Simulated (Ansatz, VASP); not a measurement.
CdF2 in VASP and in Ansatz

```
Cd F
1.0
     0.00000    2.70052    2.70052
     2.70052    0.00000    2.70052
     2.70052    2.70052    0.00000
Cd F
1 2
Direct
  0.03750 0.98750 0.98750
  0.21250 0.26250 0.26250
  0.75000 0.75000 0.75000
```

Change from the starting cell: shortest bond scaled by 1.1, LAPW.

Alike in both runs: task single point; functional PBE; k mesh 7 × 7 × 7; occupations fermi-dirac, width 0.03 eV; no spin polarisation.

```csv
,VASP,Ansatz
version,VASP 6.6.1,Ansatz 0.2.0
potentials or method,"VASP PAW PBE potentials, release 64 (Cd, F), cutoff 520 eV","all-electron LAPW, scalar-relativistic"
```

```tsv
	VASP	Ansatz	Ansatz less VASP
gap on the k mesh at the Fermi level (eV)	3.11	3.14	+0.029
pressure (GPa)	7.0	6.1	-0.84
traceless stress, the component that is largest in VASP (GPa)	-0.13	-0.16	-0.029
rms of the force components (eV/Å)	0.339	0.311	-0.0276
```

Atom by atom the forces differ by 0.029 eV/Å (rms over components). Ansatz ran all-electron here, and VASP with PAW potentials.
